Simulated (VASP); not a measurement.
# GeSb2Te4 (P4/mmm) in VASP: a series of runs, part 2 of 2

VASP 6.6.1. The steps go on from the part before.

### 3 Relaxation of cell and atoms, PBE

This run uses another cell than the first one, of 32.98 Å³/atom.

Input file INCAR:

```
PREC     = Accurate       # precision mode
ENCUT    = 600            # plane-wave cutoff, eV
EDIFF    = 1E-7           # SCF threshold, eV
ISMEAR   = 0              # smearing method
SIGMA    = 0.2            # smearing width, eV
LREAL    = False          # projectors in reciprocal space
LASPH    = True           # aspherical terms in the spheres
NELM     = 80             # most SCF steps
ALGO     = Normal         # electronic algorithm
ISIF     = 3              # what is computed and relaxed
LWAVE    = False          # write WAVECAR
LCHARG   = False          # write CHGCAR
GGA      = PE             # functional
IBRION   = 2              # ionic algorithm
NSW      = 36             # ionic steps
EDIFFG   = -0.08          # ionic threshold
```

Input file KPOINTS:

```
regular mesh
0
Gamma
  2 2 4
```

Input file POSCAR:

```
GeSb2Te4
1.0
    7.3161057300      0.0000000000      0.0000000000
    0.0000000000      7.3161057300      0.0000000000
    0.0000000000      0.0000000000      4.3125282000
Ge Sb Te
1 2 4
Direct
    0.0000000000      0.0000000000      0.0000000000
    0.0000000000      0.5000000000      0.5000000000
    0.5000000000      0.0000000000      0.5000000000
    0.7657302000      0.7657302000      0.0000000000
    0.2342698000      0.2342698000      0.0000000000
    0.7657302000      0.2342698000      0.0000000000
    0.2342698000      0.7657302000      0.0000000000
```

Potentials or basis: VASP PAW PBE potentials, release 64 (Ge_d, Sb, Te).

On the command line:

```console
$ cat potpaw_PBE.64/Ge_d/POTCAR potpaw_PBE.64/Sb/POTCAR potpaw_PBE.64/Te/POTCAR > POTCAR
$ mpirun -np 1 vasp_std > vasp.out
```

OUTCAR:

```text
PREC = Accurate
   ENCUT = 600
   EDIFF = 1E-7
   ISMEAR = 0
   LREAL = False
   LASPH = True
   NELM = 80
   ISIF = 3
   GGA = PE
   IBRION = 2
   NSW = 36
   EDIFFG = -0.08

 ion  position               nearest neighbor table
   1  0.000  0.000  0.000-   4 2.42   5 2.42   6 2.42   7 2.42
   2  0.000  0.500  0.500-   4 3.37   5 3.37   6 3.37   7 3.37   4 3.37   5 3.37   6 3.37   7 3.37

   3  0.500  0.000  0.500-   4 3.37   5 3.37   6 3.37   7 3.37   4 3.37   5 3.37   6 3.37   7 3.37

   4  0.766  0.766  0.000-   1 2.42   2 3.37   3 3.37   2 3.37   3 3.37   6 3.43   7 3.43
   5  0.234  0.234  0.000-   1 2.42   2 3.37   3 3.37   2 3.37   3 3.37   6 3.43   7 3.43
   6  0.766  0.234  0.000-   1 2.42   2 3.37   3 3.37   2 3.37   3 3.37   4 3.43   5 3.43
   7  0.234  0.766  0.000-   1 2.42   2 3.37   3 3.37   2 3.37   3 3.37   4 3.43   5 3.43

  LATTYP: Found a simple tetragonal cell.
 ALAT       =     7.3161057300
 C/A-ratio  =     0.5894567901

  Lattice vectors:

 A1 = (   7.3161057300,   0.0000000000,   0.0000000000)
 A2 = (   0.0000000000,   7.3161057300,   0.0000000000)
 A3 = (   0.0000000000,   0.0000000000,   4.3125282000)

Analysis of symmetry for initial positions (statically):
=====================================================================
 Subroutine PRICEL returns:
 Original cell was already a primitive cell.

 Routine SETGRP: Setting up the symmetry group for a
 simple tetragonal supercell.

 Subroutine GETGRP returns: Found 16 space group operations
 (whereof 16 operations were pure point group operations)
 out of a pool of 16 trial point group operations.

The static configuration has the point symmetry D_4h.

Analysis of symmetry for dynamics (positions and initial velocities):
=====================================================================
 Subroutine PRICEL returns:
 Original cell was already a primitive cell.

 Routine SETGRP: Setting up the symmetry group for a
 simple tetragonal supercell.

 Subroutine GETGRP returns: Found 16 space group operations
 (whereof 16 operations were pure point group operations)
 out of a pool of 16 trial point group operations.

The dynamic configuration has the point symmetry D_4h.

 Subroutine INISYM returns: Found 16 space group operations
 (whereof 16 operations are pure point group operations),
 and found     1 'primitive' translations

----------------------------------------------------------------------------------------

                                     Primitive cell

  volume of cell :     230.8298

  direct lattice vectors                    reciprocal lattice vectors
     7.316105730  0.000000000  0.000000000     0.136684739  0.000000000  0.000000000
     0.000000000  7.316105730  0.000000000     0.000000000  0.136684739  0.000000000
     0.000000000  0.000000000  4.312528200     0.000000000  0.000000000  0.231882542

  length of vectors
     7.316105730  7.316105730  4.312528200     0.136684739  0.136684739  0.231882542

  position of ions in fractional coordinates (direct lattice)
     0.000000000  0.000000000  0.000000000
     0.000000000  0.500000000  0.500000000
     0.500000000  0.000000000  0.500000000
     0.765730200  0.765730200  0.000000000
     0.234269800  0.234269800  0.000000000
[... 44 lines left out ...]
  0.000000  0.000000  0.250000      2.000000
  0.500000  0.000000  0.250000      4.000000
  0.500000  0.500000  0.250000      2.000000
  0.000000  0.000000  0.500000      1.000000
  0.500000  0.000000  0.500000      2.000000
  0.500000  0.500000  0.500000      1.000000
   k-points           NKPTS =      9   k-points in BZ     NKDIM =      9   number of bands    NBANDS=     28
   number of dos      NEDOS =    301   number of ions     NIONS =      7
   total plane-waves  NPLWV = 129600
   dimension x,y,z NGX =    60 NGY =   60 NGZ =   36
   dimension x,y,z NGXF=   120 NGYF=  120 NGZF=   72
   ions per type =               1   2   4
   NGX,Y,Z   is equivalent  to a cutoff of  13.63, 13.63, 13.88 a.u.
   NGXF,Y,Z  is equivalent  to a cutoff of  27.27, 27.27, 27.76 a.u.
 SYSTEM =  unknown system
   PREC   = accura    normal or accurate (medium, high low for compatibility)
   ISTART =      0    job   : 0-new  1-cont  2-samecut
   ICHARG =      2    charge: 1-file 2-atom 10-const
   ISPIN  =      1    spin polarized calculation?
   LNONCOLLINEAR =      F non collinear calculations
   LSORBIT =      F    spin-orbit coupling
   LASPH  =      T    aspherical Exc in radial PAW
   ENCUT  =  600.0 eV  44.10 Ry    6.64 a.u.  14.61 14.61  8.61*2*pi/ulx,y,z
   NELM   =     80;   NELMIN=  2; NELMDL= -5     # of ELM steps
   EDIFF  = 0.1E-06   stopping-criterion for ELM
   LREAL  =      F    real-space projection
   EDIFFG = -.8E-01   stopping-criterion for IOM
   NSW    =     36    number of steps for IOM
   IBRION =      2    ionic relax: 0-MD 1-quasi-New 2-CG
   NFREE  =      1    steps in history (QN), initial steepest desc. (CG)
   ISIF   =      3    stress and relaxation
   ISYM   =      2    0-nonsym 1-usesym 2-fastsym
   POTIM  = 0.5000    time-step for ionic-motion
   TEBEG  =    0.0;   TEEND  =   0.0 temperature during run
   PSTRESS=    0.0 pullay stress
   NELECT =      48.0000    total number of electrons
   NUPDOWN=      -1.0000    fix difference up-down
   EMIN   =  10.00;   EMAX   =-10.00  energy-range for DOS
   EFERMI =   0.00;   METHOD = LEGACY
   ISMEAR =     0;   SIGMA  =   0.20  broadening in eV -4-tet -1-fermi 0-gaus
   EFERMI_NEDOS =   21; number of points for ismear=-14 and -15
   IALGO  =     38    algorithm
   IMIX   =      4    mixing-type and parameters
     AMIX     =   0.40;   BMIX     =  1.00
     AMIX_MAG =   1.60;   BMIX_MAG =  1.00
  volume/ion in A,a.u.               =      32.98       222.53
  Fermi-wavevector in a.u.,A,eV,Ry     =   0.969895  1.832835 12.798944  0.940696
  Thomas-Fermi vector in A             =   2.099985
   LORBIT       =      0    0 simple, 1 ext, 2 COOP (PROOUT), +10 PAW based schemes
   GGA     = PE    functional components
   LHFCALC =     F    Hartree Fock is set to
   AEXX    =    0.0000 exact exchange contribution
   IVDW    =     0    specifies the selected vdW correction
   LEPSILON=     F    determine dielectric tensor
   LRPA    =     F    only Hartree local field effects (RPA)
 conjugate gradient relaxation of ions
 non-spin polarized calculation
 Gauss-broadening in eV      SIGMA  =   0.20
  energy-cutoff  :      600.00
  volume of cell :      230.83
 maximum number of plane-waves:      7730
 NGX is ok and might be reduce to    60
   NGX = 29   NGY = 29   NGZ = 17

--------------------------------------- Ionic step        1  -------------------------------------------

 number of electron      48.0000016 magnetization

 Free energy of the ion-electron system (eV)
  ---------------------------------------------------
  ext. energy  EPLUGINS =         0.00000000
  ---------------------------------------------------
  free energy    TOTEN  =       -21.66499416 eV

  energy without entropy =      -21.56121145  energy(sigma->0) =      -21.61310280

------------------------ aborting loop because EDIFF is reached ----------------------------------------

  FORCE on cell =-STRESS in cart. coord.  units (eV):
  Direction    XX          YY          ZZ          XY          YZ          ZX
  --------------------------------------------------------------------------------------
  -------------------------------------------------------------------------------------
  Total       13.3743567     13.3743567     -3.7365367      0.0000000      0.0000000     -0.0000000
  in kB       92.8306925     92.8306925    -25.9351011      0.0000000      0.0000000     -0.0000000
  external PRESSURE =      53.2420947 kB  Pullay stress =       0.0000000 kB
[... 110 lines left out ...]
--------------------------------------- Ionic step        4  -------------------------------------------

 number of electron      47.9999997 magnetization

 E-fermi :   5.0193     XC(G=0):  -8.9023

 val. band max:        4.9743801871   @ k =   0.0000   0.0000   0.0000
 cond. band min:       5.0294776559   @ k =   0.0000   0.0000   0.5000
 fundamental gap:      0.0550974688
 Fermi energy:         5.0193345967

 k-point     1 :       0.0000    0.0000    0.0000
  band No.  band energies     occupation
      1     -19.7914      2.00000
      2     -19.7618      2.00000
      3     -19.7618      2.00000
      4     -19.7483      2.00000
      5     -19.7208      2.00000
      6      -7.5904      2.00000
[... 472 lines left out ...]
--------------------------------------- Ionic step        9  -------------------------------------------

 number of electron      48.0000006 magnetization

 Free energy of the ion-electron system (eV)
  ---------------------------------------------------
  ext. energy  EPLUGINS =         0.00000000
  ---------------------------------------------------
  free energy    TOTEN  =       -24.02954322 eV

  energy without entropy =      -23.94633913  energy(sigma->0) =      -23.98794118

 E-fermi :   6.2689     XC(G=0):  -9.4609

 val. band max:        6.2498842234   @ k =   0.5000   0.0000   0.5000
 cond. band min:       6.2960624964   @ k =   0.5000   0.5000   0.2500
 fundamental gap:      0.0461782731
 Fermi energy:         6.2689080039

 k-point     1 :       0.0000    0.0000    0.0000
  band No.  band energies     occupation
      1     -18.4418      2.00000
      2     -18.4219      2.00000
      3     -18.4219      2.00000
      4     -18.4203      2.00000
      5     -18.4083      2.00000
      6      -6.7789      2.00000
[... 302 lines left out ...]
  FREE ENERGIE OF THE ION-ELECTRON SYSTEM (eV)
  ---------------------------------------------------
  free  energy   TOTEN  =       -24.0295432232 eV

  energy  without entropy=      -23.9463391280  energy(sigma->0) =      -23.98794118

 reached required accuracy - stopping structural energy minimisation
```

Wall time 16 min (1 thread of Intel Xeon 8259CL, shared host); peak memory 0.42 GiB.

Results:

```yaml
Free_energy: -24.0295 eV
Relaxed_volume: 30.52 Å³/atom
Relaxed_cell: a = 7.723 Å, b = 7.723 Å, c = 3.582 Å, α = 90.00°, β = 90.00°, γ = 90.00°
Space_group_after_relaxing_to_0.1_Å: P4/mmm (No. 123)
Energy_gained_by_relaxing: 337.8 meV/atom
Ionic_steps: 9
Pressure_after_relaxing: 0.1 GPa
Largest_force_after_relaxing: 0.073 eV/Å
Band_gap_on_the_k_mesh: zero (bands 24 and 25 overlap by 1.94 eV)
```

Forces on the atoms (eV/Å):
```
Ge   0.000  0.000  0.000
Sb   0.000  0.000  0.000
Sb   0.000  0.000  0.000
Te   0.052  0.052  0.000
Te  -0.052 -0.052  0.000
Te   0.052 -0.052  0.000
Te  -0.052  0.052  0.000
```

Stress tensor (GPa, compression positive):
```
 0.28  0.00  0.00
 0.00  0.28  0.00
 0.00  0.00 -0.13
```

Step by step:
```tsv
step	energy change (eV)	largest force (eV/Å)	pressure (GPa)	volume (Å³)
1	0.0000	3.3718	5.32	230.83
2	-1.1793	0.0661	-4.72	268.25
3	-1.3962	0.6017	-2.77	255.51
4	-1.7989	0.5808	-1.72	238.71
5	-2.1380	0.6055	1.41	214.04
6	-2.1441	0.5462	2.81	207.13
7	-2.2929	0.0913	2.40	205.28
8	-2.2972	0.0126	2.37	204.75
9	-2.3645	0.0733	0.14	213.64
```

Final structure:
```
Ge Sb Te
1.0
     7.72262    0.00000    0.00000
     0.00000    7.72262    0.00000
     0.00000    0.00000    3.58221
Ge Sb Te
1 2 4
Direct
  0.00000 0.00000 0.00000
  0.00000 0.50000 0.50000
  0.50000 0.00000 0.50000
  0.73630 0.73630 0.00000
  0.26370 0.26370 0.00000
  0.73630 0.26370 0.00000
  0.26370 0.73630 0.00000
```

Caveat: the k points lie up to 0.44 Å⁻¹ apart in the final cell, too coarse for converged energies and pressures of a metal; a cell axis changed by over 15 % at a fixed basis, so the end point is rough; spin-orbit coupling is left out, which moves the levels of the heavy elements; the relaxation stopped at a loose force limit of 0.08 eV/Å, so its end isn't a converged minimum.
